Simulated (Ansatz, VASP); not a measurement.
## TiAl3: VASP beside Ansatz

```
Ti Al
1.0
    -3.91052    0.00000    0.00000
     0.00000    3.91052    3.91052
     0.00000    3.91052   -3.91052
Ti Al
2 6
Direct
  0.00000 0.48995 0.48995
  0.00000 0.01005 0.01005
  0.50000 0.72699 0.77301
  0.50000 0.27301 0.22699
  0.50000 0.72699 0.22699
  0.50000 0.27301 0.77301
  0.00000 0.50677 0.99323
  0.00000 0.99323 0.50677
```

Change from the starting cell: mode 4 frozen in at -0.079 Å and mode 18 at -0.180 Å (largest displacements).

Alike in both runs: task single point; functional LDA; k mesh 10 × 8 × 8; occupations gaussian, width 0.15 eV; no spin polarisation.

|  | VASP | Ansatz |
| --- | --- | --- |
| version | VASP 6.6.1 | Ansatz 0.2.0 |
| potentials or method | VASP PAW LDA potentials, release 64 (Ti_sv, Al), cutoff 520 eV | scalar-relativistic, plane waves, PAW |
| valence electrons in the cell | 42 | 42 |

Ansatz gave:

* gap on the k mesh at the Fermi level (eV): none
* pressure (GPa): 2.6
* traceless stress, the component that is largest in VASP (GPa): -1.37
* rms of the force components (eV/Å): 0.753

Problem. Estimate VASP's values.

Solution. gap on the k mesh at the Fermi level (eV): none; pressure (GPa): 2.8; traceless stress, the component that is largest in VASP (GPa): -1.38; rms of the force components (eV/Å): 0.760.

Ansatz warns that its potentials were made for another functional, while VASP's fit it. LDA's correlation is that of Perdew and Zunger in VASP and of Perdew and Wang (1992) in Ansatz. Atom by atom the forces differ by 0.006 eV/Å (rms over components). A gap of «none» marks a metal or a gap that the smearing closes.
